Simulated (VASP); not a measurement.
Set up this calculation in VASP 6.6.1, as the native input.

```
Task                   : single point
Functional             : RPBE
Potentials or basis    : VASP PAW PBE potentials, release 64 (Bi_d)
Cutoff                 : 520 eV
k mesh                 : 7 × 7 × 10
Occupations            : fermi-dirac, width 0.1 eV
Spin                   : no spin polarisation
Dipole correction      : no
Further INCAR settings : ALGO = Normal; EDIFF = 1e-06; NBANDS = 30
```

The structure of Bi lies in POSCAR:

```
Bi
1.0
    5.7910211047      0.0000000000      0.0000000000
   -2.8955105524      5.0151713905      0.0000000000
    0.0000000000      0.0000000000      3.4020165951
Bi
3
Direct
    1.0000000000      1.0000000000      0.0000000000
    0.3333333333      0.6666666667      0.5000000000
    0.6666666667      0.3333333333      0.5000000000
```

This isn't the form of Bi at room conditions, which is rhombohedral.

These files were run (other wordings do the same):

INCAR

```
SYSTEM = Bi
PREC = Accurate
ENCUT = 520
EDIFF = 1E-6
ISMEAR = -1
SIGMA = 0.1
LREAL = .FALSE.
LASPH = .TRUE.
NELM = 60
ALGO = Normal
ISIF = 2
LWAVE = .FALSE.
LCHARG = .FALSE.
GGA = RP
NBANDS = 30
```

KPOINTS

```
regular mesh
0
G
  7 7 10
  0 0 0
```

Potentials or basis: VASP PAW PBE potentials, release 64 (Bi_d).

Command:

```sh
$ cat potpaw_PBE.64/Bi_d/POTCAR > POTCAR
$ mpirun -np 1 vasp_std > vasp.out
```

Results of the run:

| Property | Result |
| --- | --- |
| Pressure | 0.0 GPa |
| Band gap on the k mesh | zero (an odd number of electrons rules out a gap without spin polarisation) |

Caveat: the PAW data sets were made with another functional, which shifts forces and pressure a little; spin-orbit coupling is left out, which moves the levels of the heavy elements.

Run time: 64 s on 1 thread of Intel(R) Xeon(R) 6975P-C (Granite Rapids), with other jobs on the host, peak memory 0.28 GiB.
